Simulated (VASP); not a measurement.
# MgCd2S3 (I-4m2) in VASP: notebook

Runs on MgCd2S3. Level: PBE. Tasks: relaxation of shape and atoms at fixed volume, relaxation of cell and atoms.

Everything below comes from runs of VASP 6.6.1. Logs are shortened: lines on timing, memory, paths and dates and some standing lists are left out, and cuts for length are marked.

### Step 1. The cell of the first run

It takes space group I-4m2 (No. 119, tetragonal). The conventional cell has a = 4.183 Å, b = 4.183 Å, c = 17.660 Å, α = 90.00°, β = 90.00°, γ = 90.00°. Within 3.3 Å of Mg (site symmetry -4m2) lie 4 S at 2.50 Å. Cd (site symmetry 2mm) has 4 S at 2.59 Å within 3.4 Å. Within 3.4 Å of S (site symmetry -4m2) lie 4 Cd at 2.59 Å. Within 3.3 Å of S (site symmetry 2mm) lie 2 Mg at 2.50 Å and 2 Cd at 2.59 Å.

### Step 2. Relaxation of shape and atoms at fixed volume, PBE (25.75 Å³/atom)

INCAR reads:

```
PREC = Accurate
ENCUT = 600
EDIFF = 1E-6
ISMEAR = 0
SIGMA = 0.02
LREAL = F
LASPH = T
NELM = 60
ALGO = Normal
ISIF = 4
LWAVE = F
LCHARG = F
GGA = PE
IBRION = 2
NSW = 50
EDIFFG = -0.01
KPAR = 4
```

KPOINTS reads:

```
Automatic mesh
0
Gamma
  10 10 10
```

POSCAR reads:

```
MgCd2S3
1.0
   -2.0915012476      2.0915012476      8.8298928589
    2.0915012476     -2.0915012476      8.8298928589
    2.0915012476      2.0915012476     -8.8298928589
Mg Cd S
1 2 3
Direct
    0.0000000000      0.0000000000      0.0000000000
    0.3361286728      0.3361286728      0.0000000000
    0.6638713272      0.6638713272      0.0000000000
    0.2500000000      0.7500000000      0.5000000000
    0.5774576714      0.0774576714      0.5000000000
    0.9225423286      0.4225423286      0.5000000000
```

Potentials or basis: VASP PAW PBE potentials, release 64 (Mg, Cd, S).

On the command line:

```sh
$ cat potpaw_PBE.64/Mg/POTCAR potpaw_PBE.64/Cd/POTCAR potpaw_PBE.64/S/POTCAR > POTCAR
$ mpirun -np 4 vasp_std > vasp.out
```

OUTCAR:

```text
PREC = Accurate
   ENCUT = 600
   EDIFF = 1E-6
   ISMEAR = 0
   LREAL = F
   LASPH = T
   NELM = 60
   ISIF = 4
   GGA = PE
   IBRION = 2
   NSW = 50
   EDIFFG = -0.01

 ion  position               nearest neighbor table
   1  0.000  0.000  0.000-   5 2.50   6 2.50   5 2.50   6 2.50
   2  0.336  0.336  0.000-   4 2.59   4 2.59   6 2.59   6 2.59
   3  0.664  0.664  0.000-   4 2.59   4 2.59   5 2.59   5 2.59
   4  0.250  0.750  0.500-   2 2.59   3 2.59   2 2.59   3 2.59
   5  0.577  0.077  0.500-   1 2.50   1 2.50   3 2.59   3 2.59
   6  0.923  0.423  0.500-   1 2.50   1 2.50   2 2.59   2 2.59

  LATTYP: Found a body centered tetragonal cell.
 ALAT       =     4.1830024952
 C/A-ratio  =     4.2217966014

  Lattice vectors:

 A1 = (  -2.0915012476,   2.0915012476,   8.8298928589)
 A2 = (   2.0915012476,  -2.0915012476,   8.8298928589)
 A3 = (   2.0915012476,   2.0915012476,  -8.8298928589)

Analysis of symmetry for initial positions (statically):
=====================================================================
 Subroutine PRICEL returns:
 Original cell was already a primitive cell.

 Routine SETGRP: Setting up the symmetry group for a
 body centered tetragonal supercell.

 Subroutine GETGRP returns: Found  8 space group operations
 (whereof  8 operations were pure point group operations)
 out of a pool of 16 trial point group operations.

The static configuration has the point symmetry D_2d.

Analysis of symmetry for dynamics (positions and initial velocities):
=====================================================================
 Subroutine PRICEL returns:
 Original cell was already a primitive cell.

 Routine SETGRP: Setting up the symmetry group for a
 body centered tetragonal supercell.

 Subroutine GETGRP returns: Found  8 space group operations
 (whereof  8 operations were pure point group operations)
 out of a pool of 16 trial point group operations.

The dynamic configuration has the point symmetry D_2d.

 Subroutine INISYM returns: Found  8 space group operations
 (whereof  8 operations are pure point group operations),
 and found     1 'primitive' translations

----------------------------------------------------------------------------------------
[... 106 lines left out ...]
   NFREE  =      1    steps in history (QN), initial steepest desc. (CG)
   ISIF   =      4    stress and relaxation
   ISYM   =      2    0-nonsym 1-usesym 2-fastsym
   POTIM  = 0.5000    time-step for ionic-motion
   TEBEG  =    0.0;   TEEND  =   0.0 temperature during run
   PSTRESS=    0.0 pullay stress
   NELECT =      44.0000    total number of electrons
   NUPDOWN=      -1.0000    fix difference up-down
   EMIN   =  10.00;   EMAX   =-10.00  energy-range for DOS
   EFERMI =   0.00;   METHOD = LEGACY
   ISMEAR =     0;   SIGMA  =   0.02  broadening in eV -4-tet -1-fermi 0-gaus
   EFERMI_NEDOS =   21; number of points for ismear=-14 and -15
   IALGO  =     38    algorithm
   IMIX   =      4    mixing-type and parameters
     AMIX     =   0.40;   BMIX     =  1.00
     AMIX_MAG =   1.60;   BMIX_MAG =  1.00
  volume/ion in A,a.u.               =      25.75       173.77
  Fermi-wavevector in a.u.,A,eV,Ry     =   1.077081  2.035389 15.784176  1.160104
  Thomas-Fermi vector in A             =   2.212983
   LORBIT       =      0    0 simple, 1 ext, 2 COOP (PROOUT), +10 PAW based schemes
   GGA     = PE    functional components
   LHFCALC =     F    Hartree Fock is set to
   AEXX    =    0.0000 exact exchange contribution
   IVDW    =     0    specifies the selected vdW correction
   LEPSILON=     F    determine dielectric tensor
   LRPA    =     F    only Hartree local field effects (RPA)
 conjugate gradient relaxation of ions
 non-spin polarized calculation
 Gauss-broadening in eV      SIGMA  =   0.02
  energy-cutoff  :      600.00
  volume of cell :      154.50
 maximum number of plane-waves:      5183
 NGX is ok and might be reduce to    80
   NGX = 37   NGY = 37   NGZ = 37

--------------------------------------- Ionic step        1  -------------------------------------------

 number of electron      43.9999999 magnetization

 Free energy of the ion-electron system (eV)
  ---------------------------------------------------
  ext. energy  EPLUGINS =         0.00000000
  ---------------------------------------------------
  free energy    TOTEN  =       -20.74089147 eV

  energy without entropy =      -20.74089147  energy(sigma->0) =      -20.74089147

------------------------ aborting loop because EDIFF is reached ----------------------------------------

  FORCE on cell =-STRESS in cart. coord.  units (eV):
  Direction    XX          YY          ZZ          XY          YZ          ZX
  --------------------------------------------------------------------------------------
  -------------------------------------------------------------------------------------
  Total       -1.3287522     -1.3287522     -1.3163748      0.0000000     -0.0000000      0.0000000
  in kB      -13.7791646    -13.7791646    -13.6508112      0.0000000     -0.0000000      0.0000000
  external PRESSURE =     -13.7363801 kB  Pullay stress =       0.0000000 kB
[... 67 lines left out ...]
--------------------------------------- Ionic step        3  -------------------------------------------

 number of electron      43.9999998 magnetization

 Free energy of the ion-electron system (eV)
  ---------------------------------------------------
  ext. energy  EPLUGINS =         0.00000000
  ---------------------------------------------------
  free energy    TOTEN  =       -20.74093510 eV

  energy without entropy =      -20.74093510  energy(sigma->0) =      -20.74093510

 E-fermi :   0.8912     XC(G=0):  -8.6243

 val. band max:        0.7732286583   @ k =   0.0000   0.0000   0.0000
 cond. band min:       2.3492035572   @ k =   0.0000   0.0000   0.0000
 fundamental gap:      1.5759748989
 Fermi energy:         0.8911756095

 k-point     1 :       0.0000    0.0000    0.0000
  band No.  band energies     occupation
      1     -10.9557      2.00000
      2     -10.6172      2.00000
      3     -10.3970      2.00000
      4      -6.4866      2.00000
      5      -6.4866      2.00000
      6      -6.4469      2.00000
[... 685 lines left out ...]
     25       5.6516      0.00000
     26       5.7972      0.00000

 [... further k-points ...]

------------------------ aborting loop because EDIFF is reached ----------------------------------------

  FORCE on cell =-STRESS in cart. coord.  units (eV):
  Direction    XX          YY          ZZ          XY          YZ          ZX
  --------------------------------------------------------------------------------------
  -------------------------------------------------------------------------------------
  Total       -1.3325309     -1.3325309     -1.3303186      0.0000000     -0.0000000      0.0000000
  in kB      -13.8183498    -13.8183498    -13.7954081      0.0000000     -0.0000000      0.0000000
  external PRESSURE =     -13.8107026 kB  Pullay stress =       0.0000000 kB
[... 21 lines left out ...]
  FREE ENERGIE OF THE ION-ELECTRON SYSTEM (eV)
  ---------------------------------------------------
  free  energy   TOTEN  =       -20.7409350953 eV

  energy  without entropy=      -20.7409350953  energy(sigma->0) =      -20.74093510

 reached required accuracy - stopping structural energy minimisation
```

OSZICAR:

```text
N       E                     dE             d eps       ncg     rms          rms(c)
DAV:   1     0.309956984534E+03    0.30996E+03   -0.22064E+04  5304   0.167E+03
DAV:   2    -0.635964346698E+00   -0.31059E+03   -0.30452E+03  6294   0.351E+02
DAV:   3    -0.221388231003E+02   -0.21503E+02   -0.21351E+02  6220   0.902E+01
[... 17 lines left out ...]
       N       E                     dE             d eps       ncg     rms          rms(c)
DAV:   1    -0.207409177770E+02    0.41085E-05   -0.57560E-03  5330   0.338E-01    0.394E-02
DAV:   2    -0.207409384360E+02   -0.20659E-04   -0.27587E-04  6216   0.823E-02    0.160E-02
DAV:   3    -0.207409361436E+02    0.22924E-05   -0.47872E-06  6672   0.134E-02    0.123E-02
DAV:   4    -0.207409350444E+02    0.10992E-05   -0.47103E-06  5540   0.118E-02    0.430E-03
DAV:   5    -0.207409350953E+02   -0.50942E-07   -0.91698E-07  3048   0.550E-03
   3 F= -.20740935E+02 E0= -.20740935E+02  d E =-.436225E-04
```

Wall time 11 min (4 MPI ranks of Intel Xeon 6975P-C (Granite Rapids), shared host); peak memory 1.4 GiB.

What came out:

- Free energy: -20.7409 eV
- Energy gained by relaxing: 0.0 meV/atom
- Ionic steps: 3
- Pressure after relaxing: -1.4 GPa
- Largest force after relaxing: 0.009 eV/Å
- Band gap on the k mesh: 1.58 eV

Forces on the atoms (eV/Å):
```
Mg   0.000  0.000  0.000
Cd   0.000  0.000  0.009
Cd   0.000  0.000 -0.009
S    0.000  0.000  0.000
S    0.000  0.000  0.002
S    0.000  0.000 -0.002
```

Final structure:
```yaml
crystal:
  lattice:
    - [-2.09130, 2.09130, 8.83159]
    - [2.09130, -2.09130, 8.83159]
    - [2.09130, 2.09130, -8.83159]
  atoms:
    - { symbol: Mg, position: [0.00000, 0.00000, 0.00000] }
    - { symbol: Cd, position: [0.33613, 0.33613, 0.00000] }
    - { symbol: Cd, position: [0.66387, 0.66387, 0.00000] }
    - { symbol: S, position: [0.25000, 0.75000, 0.50000] }
    - { symbol: S, position: [0.57732, 0.07732, 0.50000] }
    - { symbol: S, position: [0.92268, 0.42268, 0.50000] }
```

### Step 3. Relaxation of cell and atoms, PBE

This run uses another cell than the first one, of 24.95 Å³/atom.

INCAR reads:

```
PREC = Accurate
ENCUT = 600
EDIFF = 1E-6
ISMEAR = 0
SIGMA = 0.02
LREAL = False
LASPH = True
NELM = 60
ALGO = Normal
ISIF = 3
LWAVE = False
LCHARG = False
GGA = PE
IBRION = 2
NSW = 100
EDIFFG = -0.01
```

KPOINTS reads:

```
regular mesh
0
Gamma
  10 10 10
```

POSCAR reads:

```
MgCd2S3
1.0
   -2.0692688738      2.0692688738      8.7417948938
    2.0692688738     -2.0692688738      8.7417948938
    2.0692688738      2.0692688738     -8.7417948938
Mg Cd S
1 2 3
Direct
    0.0000000000      0.0000000000      0.0000000000
    0.3361530078      0.3361530078      0.0000000000
    0.6638469922      0.6638469922      0.0000000000
    0.2500000000      0.7500000000      0.5000000000
    0.5774675299      0.0774675299      0.5000000000
    0.9225324701      0.4225324701      0.5000000000
```

Potentials or basis: VASP PAW PBE potentials, release 64 (Mg, Cd, S).

On the command line:

```sh
$ cat potpaw_PBE.64/Mg/POTCAR potpaw_PBE.64/Cd/POTCAR potpaw_PBE.64/S/POTCAR > POTCAR
$ mpirun -np 1 vasp_std > vasp.out
```

OUTCAR:

```text
PREC = Accurate
   ENCUT = 600
   EDIFF = 1E-6
   ISMEAR = 0
   LREAL = False
   LASPH = True
   NELM = 60
   ISIF = 3
   GGA = PE
   IBRION = 2
   NSW = 100
   EDIFFG = -0.01

 ion  position               nearest neighbor table
   1  0.000  0.000  0.000-   5 2.47   6 2.47   5 2.47   6 2.47
   2  0.336  0.336  0.000-   4 2.56   4 2.56   6 2.56   6 2.56
   3  0.664  0.664  0.000-   4 2.56   4 2.56   5 2.56   5 2.56
   4  0.250  0.750  0.500-   2 2.56   3 2.56   2 2.56   3 2.56
   5  0.577  0.077  0.500-   1 2.47   1 2.47   3 2.56   3 2.56
   6  0.923  0.423  0.500-   1 2.47   1 2.47   2 2.56   2 2.56

  LATTYP: Found a body centered tetragonal cell.
 ALAT       =     4.1385377476
 C/A-ratio  =     4.2245814473

  Lattice vectors:

 A1 = (  -2.0692688738,   2.0692688738,   8.7417948938)
 A2 = (   2.0692688738,  -2.0692688738,   8.7417948938)
 A3 = (   2.0692688738,   2.0692688738,  -8.7417948938)

Analysis of symmetry for initial positions (statically):
=====================================================================
 Subroutine PRICEL returns:
 Original cell was already a primitive cell.

 Routine SETGRP: Setting up the symmetry group for a
 body centered tetragonal supercell.

 Subroutine GETGRP returns: Found  8 space group operations
 (whereof  8 operations were pure point group operations)
 out of a pool of 16 trial point group operations.

The static configuration has the point symmetry D_2d.

Analysis of symmetry for dynamics (positions and initial velocities):
=====================================================================
 Subroutine PRICEL returns:
 Original cell was already a primitive cell.

 Routine SETGRP: Setting up the symmetry group for a
 body centered tetragonal supercell.

 Subroutine GETGRP returns: Found  8 space group operations
 (whereof  8 operations were pure point group operations)
 out of a pool of 16 trial point group operations.

The dynamic configuration has the point symmetry D_2d.
[... 134 lines left out ...]
   AEXX    =    0.0000 exact exchange contribution
   IVDW    =     0    specifies the selected vdW correction
   LEPSILON=     F    determine dielectric tensor
   LRPA    =     F    only Hartree local field effects (RPA)
 conjugate gradient relaxation of ions
 non-spin polarized calculation
 Gauss-broadening in eV      SIGMA  =   0.02
  energy-cutoff  :      600.00
  volume of cell :      149.73
 maximum number of plane-waves:      5033
 NGX is ok and might be reduce to    80
   NGX = 37   NGY = 37   NGZ = 37

--------------------------------------- Ionic step        1  -------------------------------------------

 number of electron      44.0000003 magnetization

 Free energy of the ion-electron system (eV)
  ---------------------------------------------------
  ext. energy  EPLUGINS =         0.00000000
  ---------------------------------------------------
  free energy    TOTEN  =       -20.75727896 eV

  energy without entropy =      -20.75727896  energy(sigma->0) =      -20.75727896

------------------------ aborting loop because EDIFF is reached ----------------------------------------

  FORCE on cell =-STRESS in cart. coord.  units (eV):
  Direction    XX          YY          ZZ          XY          YZ          ZX
  --------------------------------------------------------------------------------------
  -------------------------------------------------------------------------------------
  Total        0.2406787      0.2406787      0.2256321      0.0000000      0.0000000      0.0000000
  in kB        2.5754539      2.5754539      2.4144433      0.0000000      0.0000000      0.0000000
  external PRESSURE =       2.5217837 kB  Pullay stress =       0.0000000 kB
[... 307 lines left out ...]
--------------------------------------- Ionic step        9  -------------------------------------------

 number of electron      44.0000002 magnetization

 Free energy of the ion-electron system (eV)
  ---------------------------------------------------
  ext. energy  EPLUGINS =         0.00000000
  ---------------------------------------------------
  free energy    TOTEN  =       -20.75803731 eV

  energy without entropy =      -20.75803731  energy(sigma->0) =      -20.75803731

 E-fermi :   1.0542     XC(G=0):  -8.7416

 val. band max:        0.9712680506   @ k =   0.0000   0.0000   0.0000
 cond. band min:       2.6231014462   @ k =   0.0000   0.0000   0.0000
 fundamental gap:      1.6518333956
 Fermi energy:         1.0541776543

 k-point     1 :       0.0000    0.0000    0.0000
  band No.  band energies     occupation
      1     -10.8870      2.00000
      2     -10.5269      2.00000
      3     -10.2941      2.00000
      4      -6.3482      2.00000
      5      -6.3482      2.00000
      6      -6.3098      2.00000
[... 685 lines left out ...]
     25       5.9010      0.00000
     26       6.0332      0.00000

 [... further k-points ...]

------------------------ aborting loop because EDIFF is reached ----------------------------------------

  FORCE on cell =-STRESS in cart. coord.  units (eV):
  Direction    XX          YY          ZZ          XY          YZ          ZX
  --------------------------------------------------------------------------------------
  -------------------------------------------------------------------------------------
  Total       -0.0001248     -0.0001248     -0.0137775      0.0000000      0.0000000      0.0000000
  in kB       -0.0013300     -0.0013300     -0.1467844      0.0000000      0.0000000      0.0000000
  external PRESSURE =      -0.0498148 kB  Pullay stress =       0.0000000 kB
[... 21 lines left out ...]
  FREE ENERGIE OF THE ION-ELECTRON SYSTEM (eV)
  ---------------------------------------------------
  free  energy   TOTEN  =       -20.7580373135 eV

  energy  without entropy=      -20.7580373135  energy(sigma->0) =      -20.75803731

 reached required accuracy - stopping structural energy minimisation
```

It took 2.8 h on 1 thread of Oxide Virtual Turin-like, shared host; peak memory 1.4 GiB.

What came out:

| Quantity | Value |
| --- | --- |
| Free energy | -20.7580 eV |
| Relaxed volume | 25.06 Å³/atom |
| Relaxed cell | a = 9.228 Å, b = 9.228 Å, c = 9.228 Å, α = 154.04°, β = 154.04°, γ = 37.05° |
| Space group after relaxing (to 0.1 Å) | I-4m2 (No. 119) |
| Energy gained by relaxing | 0.1 meV/atom |
| Ionic steps | 9 |
| Pressure after relaxing | 0.0 GPa |
| Largest force after relaxing | 0.007 eV/Å |
| Band gap on the k mesh | 1.65 eV |

Forces on the atoms (eV/Å):
```
Mg   0.000  0.000  0.000
Cd   0.000  0.000  0.007
Cd   0.000  0.000 -0.007
S    0.000  0.000  0.000
S    0.000  0.000  0.002
S    0.000  0.000 -0.002
```

Step by step:
| step | energy change (eV) | largest force (eV/Å) | pressure (GPa) | volume (Å³) |
| --- | --- | --- | --- | --- |
| 1 | 0.0000 | 0.0437 | 0.25 | 149.73 |
| 2 | -0.0006 | 0.0210 | -0.09 | 150.58 |
| 3 | -0.0006 | 0.0253 | -0.06 | 150.42 |
| 4 | -0.0006 | 0.0275 | 0.02 | 150.34 |
| 5 | -0.0006 | 0.0264 | 0.00 | 150.39 |
| 6 | -0.0006 | 0.0258 | 0.00 | 150.40 |
| 7 | -0.0007 | 0.0174 | 0.00 | 150.38 |
| 8 | -0.0007 | 0.0133 | 0.01 | 150.33 |
| 9 | -0.0008 | 0.0066 | 0.00 | 150.38 |

Final structure:
```yaml
crystal:
  lattice:
    - [-2.07287, 2.07287, 8.74978]
    - [2.07287, -2.07287, 8.74978]
    - [2.07287, 2.07287, -8.74978]
  atoms:
    - { symbol: Mg, position: [0.00000, 0.00000, 0.00000] }
    - { symbol: Cd, position: [0.33625, 0.33625, 0.00000] }
    - { symbol: Cd, position: [0.66375, 0.66375, 0.00000] }
    - { symbol: S, position: [0.25000, 0.75000, 0.50000] }
    - { symbol: S, position: [0.57713, 0.07713, 0.50000] }
    - { symbol: S, position: [0.92287, 0.42287, 0.50000] }
```

A k mesh can miss the band edges.
